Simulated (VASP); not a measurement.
# BaTiO3 (R3m) in VASP: further runs, part 2 of 2

VASP 6.6.1. Earlier steps stand in the parts before.

### Step 3. Electric field gradients, LDA (12.97 Å³/atom)

This run uses another cell than the first one, of 12.97 Å³/atom.

The input, INCAR:

```
SYSTEM = BaTiO3
  PREC = Accurate
  ENCUT = 520
  EDIFF = 1E-8
  ISMEAR = -1
  SIGMA = 0.05
  LREAL = .FALSE.
  LASPH = .TRUE.
  NELM = 100
  ALGO = Normal
  ISIF = 2
  LWAVE = .FALSE.
  LCHARG = .FALSE.
  LEFG = .TRUE.
  NBANDS = 28
```

The input, KPOINTS:

```
regular mesh
0
G
  9 9 9
  0 0 0
```

The input, POSCAR:

```
BaTiO3
1.0
    2.8370624729      1.6379787824      2.3254317696
   -2.8370624729      1.6379787824      2.3254317696
    0.0000000000     -3.2759575648      2.3254317696
Ba Ti O
1 1 3
Direct
    0.0000000000      0.0000000000      0.0000000000
    0.5140000000      0.5140000000      0.5140000000
    0.4916000000      0.4916000000      0.9815000000
    0.4916000000      0.9815000000      0.4916000000
    0.9815000000      0.4916000000      0.4916000000
```

Potentials or basis: VASP PAW LDA potentials, release 64 (Ba_sv, Ti_sv, O).

The run is started by

```bash
cat potpaw_LDA.64/Ba_sv/POTCAR potpaw_LDA.64/Ti_sv/POTCAR potpaw_LDA.64/O/POTCAR > POTCAR
mpirun -np 1 vasp_std > vasp.out
```

OUTCAR:

```text
SYSTEM = BaTiO3
   PREC = Accurate
   ENCUT = 520
   EDIFF = 1E-8
   ISMEAR = -1
   LREAL = .FALSE.
   LASPH = .TRUE.
   NELM = 100
   ISIF = 2

 ion  position               nearest neighbor table
   1  0.000  0.000  0.000-   3 2.80   4 2.80   5 2.80   5 2.84   4 2.84   4 2.84   5 2.84   3 2.84
                             3 2.84   3 2.89   4 2.89   5 2.89   2 3.39   2 3.44   2 3.44   2 3.44
   2  0.514  0.514  0.514-   3 1.88   4 1.88   5 1.88   3 2.14   4 2.14   5 2.14   1 3.39   1 3.44
                             1 3.44   1 3.44   1 3.51   1 3.51   1 3.51   1 3.59
   3  0.492  0.492  0.981-   2 1.88   2 2.14   1 2.80   1 2.84   1 2.84   1 2.89
   4  0.492  0.981  0.492-   2 1.88   2 2.14   1 2.80   1 2.84   1 2.84   1 2.89
   5  0.981  0.492  0.492-   2 1.88   2 2.14   1 2.80   1 2.84   1 2.84   1 2.89

[... 984 lines left out ...]
   3      -9.425     7.558     1.867    -0.000     0.000   -12.992
   4       3.312    -5.179     1.867    -7.354   -11.251     6.496
   5       3.312    -5.179     1.867     7.354    11.251     6.496
---------------------------------------------------------------------

 Electric field gradients after diagonalization (V/A^2)
 (convention: |V_zz| > |V_xx| > |V_yy|)
----------------------------------------------------------------------
 ion       V_xx      V_yy      V_zz     asymmetry (V_yy - V_xx)/ V_zz
----------------------------------------------------------------------
   1      -1.689    -1.689     3.378       0.000
   2      -5.527    -5.527    11.055       0.000
   3      -9.425    -8.587    18.012       0.047
   4      -9.425    -8.587    18.012       0.047
   5      -9.425    -8.587    18.012       0.047
----------------------------------------------------------------------

           NMR quadrupolar parameters

 Cq : quadrupolar parameter    Cq=e*Q*V_zz/h
 eta: asymmetry parameters     (V_yy - V_xx)/ V_zz
 Q  : nuclear electric quadrupole moment in mb (millibarn)
----------------------------------------------------------------------
 ion       Cq(MHz)       eta       Q (mb)
----------------------------------------------------------------------
   1       0.008       0.000       1.000
   2       0.027       0.000       1.000
   3       0.044       0.047       1.000
   4       0.044       0.047       1.000
   5       0.044       0.047       1.000
----------------------------------------------------------------------
```

OSZICAR:

```text
N       E                     dE             d eps       ncg     rms          rms(c)
DAV:   1     0.428229626647E+03    0.42823E+03   -0.20892E+04  4760   0.155E+03
DAV:   2    -0.763576189245E+01   -0.43587E+03   -0.41582E+03  5376   0.427E+02
DAV:   3    -0.522834151851E+02   -0.44648E+02   -0.44195E+02  6608   0.133E+02
DAV:   4    -0.544255517645E+02   -0.21421E+01   -0.21373E+01  7164   0.250E+01
DAV:   5    -0.544838617267E+02   -0.58310E-01   -0.58296E-01  6464   0.337E+00    0.232E+01
DAV:   6    -0.445399876578E+02    0.99439E+01   -0.56549E+01  7208   0.672E+01    0.104E+01
DAV:   7    -0.443646541548E+02    0.17533E+00   -0.11474E+01  6520   0.252E+01    0.713E+00
DAV:   8    -0.441385024974E+02    0.22615E+00   -0.71031E-01  5708   0.780E+00    0.341E+00
DAV:   9    -0.441499517717E+02   -0.11449E-01   -0.33377E-01  7112   0.464E+00    0.155E+00
DAV:  10    -0.441249211389E+02    0.25031E-01   -0.16241E-01  5616   0.422E+00    0.544E-01
DAV:  11    -0.441213077585E+02    0.36134E-02   -0.17702E-02  6360   0.838E-01    0.118E-01
DAV:  12    -0.441214999944E+02   -0.19224E-03   -0.19583E-03  6412   0.402E-01    0.143E-01
DAV:  13    -0.441212557835E+02    0.24421E-03   -0.10226E-03  6096   0.328E-01    0.221E-02
DAV:  14    -0.441212514230E+02    0.43606E-05   -0.41144E-05  5684   0.524E-02    0.633E-03
DAV:  15    -0.441212513605E+02    0.62449E-07   -0.33351E-06  6432   0.123E-02    0.132E-03
DAV:  16    -0.441212513558E+02    0.46853E-08   -0.12120E-07  5480   0.271E-03    0.964E-04
DAV:  17    -0.441212513595E+02   -0.36553E-08   -0.12246E-08  4572   0.104E-03
   1 F= -.44121251E+02 E0= -.44121251E+02  d E =-.451706E-10
```

stdout:

```text
POSCAR found type information on POSCAR BaTiO
 POSCAR found :  3 types and       5 ions
 scaLAPACK will be used
 LDA part: xc-table for (Slater(with rela. corr.)+CA(PZ))
 , standard interpolation
 POSCAR, INCAR and KPOINTS ok, starting setup
 FFT: planning ... GRIDC
 FFT: planning ... GRID_SOFT
 FFT: planning ... GRID
 WAVECAR not read
 entering main loop
ion   1

ion   2

ion   3

ion   4
     0.0000293     0.9666221    -1.0201790    -0.6181983     1.7670019    -0.5580795
     0.0000403     0.9666221    -1.0201790    -0.6181983     1.7670019    -0.5580795
     0.0000555     0.9666221    -1.0201790    -0.6181983     1.7670018    -0.5580795
     0.0000765     0.9666221    -1.0201789    -0.6181982     1.7670018    -0.5580795

     0.0000293     5.1460798    -4.7725961    -1.6543239     8.2663790    -2.9710905
     0.0000403     5.1460787    -4.7725952    -1.6543237     8.2663774    -2.9710899
     0.0000555     5.1460769    -4.7725936    -1.6543232     8.2663746    -2.9710889
     0.0000765     5.1460739    -4.7725909    -1.6543225     8.2663699    -2.9710871

ion   5
     0.0000293    -0.9666221    -1.0201790    -0.6181983    -1.7670019    -0.5580795
     0.0000403    -0.9666221    -1.0201790    -0.6181983    -1.7670019    -0.5580795
     0.0000555    -0.9666221    -1.0201790    -0.6181983    -1.7670018    -0.5580795
     0.0000765    -0.9666221    -1.0201789    -0.6181982    -1.7670018    -0.5580795

     0.0000293    -5.1460798    -4.7725961    -1.6543239    -8.2663790    -2.9710905
     0.0000403    -5.1460787    -4.7725952    -1.6543237    -8.2663774    -2.9710899
     0.0000555    -5.1460769    -4.7725936    -1.6543232    -8.2663746    -2.9710889
     0.0000765    -5.1460739    -4.7725909    -1.6543225    -8.2663699    -2.9710871
```

Run time: 3.6 min. Hardware: 1 thread of Intel Xeon Platinum 8375C at 2.90GHz (Ice Lake), shared host; peak memory 0.26 GiB.

What came out:

| Quantity | Value |
| --- | --- |
| Free energy | -44.1213 eV |
| Pressure | -5.5 GPa |
| Largest force | 0.104 eV/Å |
| Band gap on the k mesh | 2.28 eV (least direct gap 2.63 eV) |
| Largest electric field gradient by atom | Ba +3.4; Ti +11.1; O +18.0 V/Å² |

Forces on the atoms (eV/Å):
```
Ba   0.000  0.000  0.104
Ti   0.000  0.000  0.081
O    0.000 -0.036 -0.062
O   -0.032  0.018 -0.062
O    0.032  0.018 -0.062
```

Stress tensor (GPa, compression positive):
```
-5.49  0.00  0.00
 0.00 -5.49  0.00
 0.00  0.00 -5.63
```

Electric field gradients, principal values (V/Å²):
```tsv
atom	least	middle	greatest (by size)
1 Ba	-1.689	-1.689	3.378
2 Ti	-5.527	-5.527	11.055
3 O	-8.587	-9.425	18.012
4 O	-8.587	-9.425	18.012
5 O	-8.587	-9.425	18.012
```

Caveat: the cell stands under tension; without QUAD_EFG the Cq values of the log hold for a quadrupole moment of 1 mb, not for the nuclei; spin-orbit coupling is left out, which moves the levels of the heavy elements; an odd mesh through Γ misses points on the zone boundary, where band edges can lie.

### Step 4. Electric field gradients, LDA (13.35 Å³/atom)

This run uses another cell than the first one, of 13.35 Å³/atom.

The input, INCAR:

```
SYSTEM = BaTiO3
  PREC = Accurate
  ENCUT = 520
  EDIFF = 1E-8
  ISMEAR = -1
  SIGMA = 0.05
  LREAL = .False.
  LASPH = .True.
  NELM = 100
  ALGO = Normal
  ISIF = 2
  LWAVE = .False.
  LCHARG = .False.
  GGA = CA
  LEFG = .True.
  NBANDS = 28
```

The input, KPOINTS:

```
regular mesh
0
Gamma
  9 9 9
  0 0 0
```

Edit POSCAR of step 3 so:

```diff
@@ -2,5 +2,5 @@
 1.0
-    2.8370624729      1.6379787824      2.3254317696
-   -2.8370624729      1.6379787824      2.3254317696
-    0.0000000000     -3.2759575648      2.3254317696
+    2.8648785846      1.6540384220      2.3482315742
+   -2.8648785846      1.6540384220      2.3482315742
+    0.0000000000     -3.3080768441      2.3482315742
 Ba Ti O
```

Potentials or basis: VASP PAW LDA potentials, release 64 (Ba_sv, Ti_sv, O).

The run is started by

```bash
cat potpaw_LDA.64/Ba_sv/POTCAR potpaw_LDA.64/Ti_sv/POTCAR potpaw_LDA.64/O/POTCAR > POTCAR
mpirun -np 1 vasp_std > vasp.out
```

OUTCAR:

```text
SYSTEM = BaTiO3
   PREC = Accurate
   ENCUT = 520
   EDIFF = 1E-8
   ISMEAR = -1
   LREAL = .False.
   LASPH = .True.
   NELM = 100
   ISIF = 2
   GGA = CA

 ion  position               nearest neighbor table
   1  0.000  0.000  0.000-   3 2.82   4 2.82   5 2.82   3 2.87   3 2.87   5 2.87   4 2.87   4 2.87
                             5 2.87   3 2.92   4 2.92   5 2.92   2 3.42   2 3.48   2 3.48   2 3.48
   2  0.514  0.514  0.514-   4 1.90   5 1.90   3 1.90   4 2.16   5 2.16   3 2.16   1 3.42   1 3.48
                             1 3.48   1 3.48   1 3.54   1 3.54   1 3.54   1 3.62
   3  0.492  0.492  0.981-   2 1.90   2 2.16   1 2.82   1 2.87   1 2.87   1 2.92
   4  0.492  0.981  0.492-   2 1.90   2 2.16   1 2.82   1 2.87   1 2.87   1 2.92
   5  0.981  0.492  0.492-   2 1.90   2 2.16   1 2.82   1 2.87   1 2.87   1 2.92

  LATTYP: Found a trigonal (rhomboedric) cell.
 ALAT       =     4.0567923205
 COS(alpha) =     0.0025827226

  Lattice vectors:

 A1 = (   2.8648785846,   1.6540384220,   2.3482315742)
 A2 = (  -2.8648785846,   1.6540384220,   2.3482315742)
 A3 = (   0.0000000000,  -3.3080768441,   2.3482315742)

[... 958 lines left out ...]
      1.40350      0.81031      4.61357        -0.126836     -0.073229     -0.162221
 -----------------------------------------------------------------------------------
    total drift:                               -0.000000      0.000002      0.000194

  FREE ENERGIE OF THE ION-ELECTRON SYSTEM (eV)
  ---------------------------------------------------
  free  energy   TOTEN  =       -44.0294693788 eV

  energy  without entropy=      -44.0294693787  energy(sigma->0) =      -44.02946938

 Electric field gradients (V/A^2)
---------------------------------------------------------------------
 ion       V_xx      V_yy      V_zz      V_xy      V_xz      V_yz
---------------------------------------------------------------------
   1      -1.631    -1.631     3.261     0.000    -0.000     0.000
   2      -5.415    -5.415    10.830    -0.000    -0.000     0.000
   3     -10.632     8.916     1.716    -0.000     0.000   -14.523
   4       4.029    -5.745     1.716    -8.465   -12.577     7.261
   5       4.029    -5.745     1.716     8.465    12.577     7.261
---------------------------------------------------------------------

 Electric field gradients after diagonalization (V/A^2)
 (convention: |V_zz| > |V_xx| > |V_yy|)
----------------------------------------------------------------------
 ion       V_xx      V_yy      V_zz     asymmetry (V_yy - V_xx)/ V_zz
----------------------------------------------------------------------
   1      -1.631    -1.631     3.261       0.000
   2      -5.415    -5.415    10.830       0.000
   3     -10.632    -9.646    20.278       0.049
   4     -10.632    -9.646    20.278       0.049
   5     -10.632    -9.646    20.278       0.049
----------------------------------------------------------------------

           NMR quadrupolar parameters

 Cq : quadrupolar parameter    Cq=e*Q*V_zz/h
 eta: asymmetry parameters     (V_yy - V_xx)/ V_zz
 Q  : nuclear electric quadrupole moment in mb (millibarn)
----------------------------------------------------------------------
 ion       Cq(MHz)       eta       Q (mb)
----------------------------------------------------------------------
   1       0.008       0.000       1.000
   2       0.026       0.000       1.000
   3       0.049       0.049       1.000
   4       0.049       0.049       1.000
   5       0.049       0.049       1.000
----------------------------------------------------------------------
```

stdout:

```text
POSCAR found type information on POSCAR BaTiO
 POSCAR found :  3 types and       5 ions
 scaLAPACK will be used
 LDA part: xc-table for (Slater(with rela. corr.)+CA(PZ))
 , standard interpolation
 POSCAR, INCAR and KPOINTS ok, starting setup
 FFT: planning ... GRIDC
 FFT: planning ... GRID_SOFT
 FFT: planning ... GRID
 WAVECAR not read
 entering main loop
ion   1

ion   2

ion   3

ion   4
     0.0000293     1.3662106    -1.2989408    -0.5742853     2.2498315    -0.7887820
     0.0000403     1.3662106    -1.2989408    -0.5742853     2.2498314    -0.7887820
     0.0000555     1.3662105    -1.2989408    -0.5742853     2.2498314    -0.7887820
     0.0000765     1.3662105    -1.2989407    -0.5742853     2.2498313    -0.7887820

     0.0000293     6.2947020    -5.5714431    -1.5233153     9.6500224    -3.6342479
     0.0000403     6.2947008    -5.5714420    -1.5233150     9.6500206    -3.6342472
     0.0000555     6.2946987    -5.5714402    -1.5233146     9.6500174    -3.6342460
     0.0000765     6.2946951    -5.5714371    -1.5233139     9.6500121    -3.6342439

ion   5
     0.0000293    -1.3662106    -1.2989408    -0.5742853    -2.2498315    -0.7887820
     0.0000403    -1.3662106    -1.2989408    -0.5742853    -2.2498314    -0.7887820
     0.0000555    -1.3662105    -1.2989408    -0.5742853    -2.2498314    -0.7887820
     0.0000765    -1.3662105    -1.2989407    -0.5742853    -2.2498313    -0.7887820

     0.0000293    -6.2947020    -5.5714431    -1.5233153    -9.6500224    -3.6342479
     0.0000403    -6.2947008    -5.5714420    -1.5233150    -9.6500206    -3.6342472
     0.0000555    -6.2946987    -5.5714402    -1.5233146    -9.6500174    -3.6342460
     0.0000765    -6.2946951    -5.5714371    -1.5233139    -9.6500121    -3.6342439
```

Run time: 3.1 min. Hardware: 1 thread of Intel Xeon Platinum 8375C at 2.90GHz (Ice Lake), shared host; peak memory 0.26 GiB.

Results:

* Free energy: -44.0295 eV
* Pressure: -9.9 GPa
* Largest force: 0.374 eV/Å
* Band gap on the k mesh: 2.21 eV (least direct gap 2.58 eV)
* Largest electric field gradient by atom: Ba +3.3; Ti +10.8; O +20.3 V/Å²

Forces in eV/Å, atoms in the order of the input:
```
Ba   0.000  0.000  0.112
Ti   0.000  0.000  0.374
O    0.000  0.146 -0.162
O    0.127 -0.073 -0.162
O   -0.127 -0.073 -0.162
```

Stress tensor (GPa, compression positive):
```
-10.00   0.00   0.00
  0.00 -10.00   0.00
  0.00   0.00  -9.84
```

Levels at points of the mesh, in eV from the valence-band top:
```tsv
k point	band 16	band 17	band 18	band 19	band 20	band 21	band 22	band 23	band 24	band 25
(0.00, 0.00, 0.00)	-1.22	-0.99	-0.50	-0.37	-0.37	2.21	2.21	2.33	4.24	4.24
```

Electric field gradients, principal values (V/Å²):
```
atom   least   middle  greatest (by size)
1 Ba  -1.631   -1.631               3.261
2 Ti  -5.415   -5.415              10.830
 3 O  -9.646  -10.632              20.278
 4 O  -9.646  -10.632              20.278
 5 O  -9.646  -10.632              20.278
```

Caveat: the cell stands under tension; without QUAD_EFG the Cq values of the log hold for a quadrupole moment of 1 mb, not for the nuclei; spin-orbit coupling is left out, which moves the levels of the heavy elements; an odd mesh through Γ misses points on the zone boundary, where band edges can lie.

### Step 5. Summary

```csv
cell,gap on the mesh (eV),pressure (GPa),largest force (eV/Å)
"a = 3.991 Å, angles 89.9°, 5 atoms",2.33,-2.2,0.17
"a = 4.017 Å, angles 89.9°, 5 atoms",2.28,-5.5,0.10
"a = 4.057 Å, angles 89.9°, 5 atoms",2.21,-9.9,0.37
```

Alike in all rows: task electric field gradients; level LDA; potentials or basis VASP PAW LDA potentials, release 64 (Ba_sv, Ti_sv, O); no spin polarisation; k mesh 9 × 9 × 9; cutoff (eV) 520; smearing fermi-dirac 0.05 eV.

Caveats: spin-orbit coupling is left out, which moves the levels of the heavy elements; an odd mesh through Γ misses points on the zone boundary, where band edges can lie; the cell stands under tension (at least some runs).

Absolute energies hang on the potentials; compare differences alone.
